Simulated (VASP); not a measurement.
## CrO2: single point with PBE+U

CrO2:

```xyz
6
Lattice="4.4210 0.0000 0.0000 0.0000 4.4210 0.0000 0.0000 0.0000 2.9170" Properties=species:S:1:pos:R:3 pbc="T T T"
Cr    0.0000    0.0000    0.0000
Cr    2.2105    2.2105    1.4585
O     1.3307    1.3307    0.0000
O     0.8798    3.5412    1.4585
O     3.0903    3.0903    0.0000
O     3.5412    0.8798    1.4585
```

```
Program             : VASP 6.6.1
Task                : single point
Functional          : PBE
Potentials or basis : VASP PAW PBE potentials, release 64 (Cr_sv, O)
Cutoff              : 600 eV
k mesh              : 4 × 4 × 6
Occupations         : gaussian, width 0.05 eV
Spin                : collinear spin, ferromagnetic start
Starting moments    : [2.0, 2.0, 0.0, 0.0, 0.0, 0.0] μB
Hubbard terms       : Cr d U = 3.7 eV
```

The pressure is 6.7 GPa, the largest force is 0.077 eV/Å and the band gap on the k mesh is zero (filled and empty bands overlap). The net moment is 4.00 μB per cell. The site moments are Cr +2.15; O -0.15 μB and the valence electrons inside the program's atomic spheres are Cr 11.52; O 5.06.

Forces in eV/Å, atoms in the order of the input:
```
Cr   0.000  0.000  0.000
Cr   0.000  0.000  0.000
O   -0.055 -0.055  0.000
O    0.055 -0.055  0.000
O    0.055  0.055  0.000
O   -0.055  0.055  0.000
```

Stress tensor (GPa, compression positive):
```
5.62 0.00 0.00
0.00 5.62 0.00
0.00 0.00 8.87
```

Levels at points of the mesh, in eV from the Fermi level:
Spin up:
| k point | band 26 | band 27 | band 28 | band 29 | band 30 | band 31 |
| --- | --- | --- | --- | --- | --- | --- |
| (0.00, 0.00, 0.00) | -1.02 | -0.70 | -0.70 | -0.07 | 1.52 | 1.73 |
| (0.50, 0.00, 0.00) | -1.00 | -0.80 | -0.80 | 0.66 | 0.66 | 3.96 |
| (0.50, 0.50, 0.00) | -2.05 | -1.68 | -1.68 | 1.29 | 1.29 | 3.28 |
| (0.00, 0.00, 0.50) | -1.84 | 0.35 | 0.35 | 0.37 | 0.37 | 3.06 |
| (0.50, 0.00, 0.50) | -1.56 | -1.37 | -1.37 | 0.92 | 0.92 | 2.29 |
| (0.50, 0.50, 0.50) | -1.58 | -0.33 | -0.33 | 0.19 | 0.19 | 3.58 |
Spin down:
```
           k point  band 21  band 22  band 23  band 24  band 25  band 26  band 27  band 28
(0.00, 0.00, 0.00)    -1.32    -1.03    -1.03    -0.58     2.24     2.36     2.61     2.90
(0.50, 0.00, 0.00)    -2.40    -2.40    -1.37    -1.37     2.96     2.96     3.29     3.29
(0.50, 0.50, 0.00)    -2.16    -2.16    -1.89    -1.89     2.33     2.33     2.92     2.92
(0.00, 0.00, 0.50)    -3.20    -3.20    -2.18    -2.18     2.91     2.91     3.74     3.74
(0.50, 0.00, 0.50)    -2.62    -2.62    -1.73    -1.73     2.09     2.09     3.69     3.69
(0.50, 0.50, 0.50)    -1.99    -1.99    -1.25    -1.25     2.55     2.55     3.58     3.58
```

Eigenvalues of the final occupation matrices:
| site | spin | trace | eigenvalues |
| --- | --- | --- | --- |
| site 1 d | 1 | 2.73 | 0.28 0.32 0.42 0.82 0.89 |
| site 1 d | 2 | 0.60 | 0.04 0.06 0.08 0.20 0.21 |
| site 2 d | 1 | 2.73 | 0.28 0.32 0.42 0.82 0.89 |
| site 2 d | 2 | 0.60 | 0.04 0.06 0.08 0.20 0.21 |

Wall time 110 s on 1 thread of Intel(R) Xeon(R) 6975P-C (Granite Rapids), with other jobs on the host, peak memory 0.25 GiB.

Caveat: the cell stands under pressure; only a ferromagnetic start was run, and an antiferromagnetic order may lie lower in energy. The state reached can hang on the start; a lower one may exist.
